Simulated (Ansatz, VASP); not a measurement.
**One calculation of ScNb, two programs**

INCAR

```
  ALGO = Normal
  EDIFF = 1E-6
  ENCUT = 520
  GGA = PE
  ISIF = 2
  ISMEAR = 0
  LASPH = T
  LCHARG = F
  LREAL = F
  LWAVE = F
  NBANDS = 19
  NELM = 100
  PREC = Accurate
  SIGMA = 0.1
```

File KPOINTS:

```
k-points
0
Gamma
  15 15 8
```

File POSCAR:

```
ScNb
1.0
    3.1141735114      0.0000000000      0.0000000000
   -1.5570867557      2.6969533726      0.0000000000
    0.0000000000      0.0000000000      5.4568184710
Sc Nb
1 1
Direct
    0.0000000000      0.0000000000      0.0000000000
    0.3333333300      0.6666666700      0.5000000000
```

Input for Ansatz:

```yaml
crystal:
  lattice:
    - [3.1141735114, 0.0, 0.0]
    - [-1.5570867557, 2.6969533726, 0.0]
    - [0.0, 0.0, 5.456818471]
  atoms:
    - { symbol: Sc, position: [0.0, 0.0, 0.0] }
    - { symbol: Nb, position: [0.33333333, 0.66666667, 0.5] }
basis:
  ecutwfc: 420
kpoints:
  mp_grid: { grid: [15, 15, 8] }
hamiltonian:
  xc: pbe
scf:
  occupations: { method: gaussian, width: 0.1 }
output:
  forces: true
  stress: true
  eigenvalues: true
```

Alike in both runs: task single point; functional PBE; k mesh 15 × 15 × 8; occupations gaussian, width 0.1 eV; no spin polarisation.

|  | VASP | Ansatz |
| --- | --- | --- |
| version | VASP 6.6.1 | Ansatz 0.2.0 |
| potentials or method | VASP PAW PBE potentials, release 64 (Sc_sv, Nb_sv), cutoff 520 eV | scalar-relativistic, plane waves, PAW |
| valence electrons in the cell | 24 | 24 |

Ansatz gave:

| Item | Value |
| --- | --- |
| gap on the k mesh at the Fermi level (eV) | none |
| pressure (GPa) | -8.8 |
| traceless stress, the component that is largest in VASP (GPa) | -4.16 |

Q: What did VASP give for the same quantities?

A: gap on the k mesh at the Fermi level (eV): none; pressure (GPa): -8.9; traceless stress, the component that is largest in VASP (GPa): -4.14.

A gap of «none» marks a metal or a gap that the smearing closes.
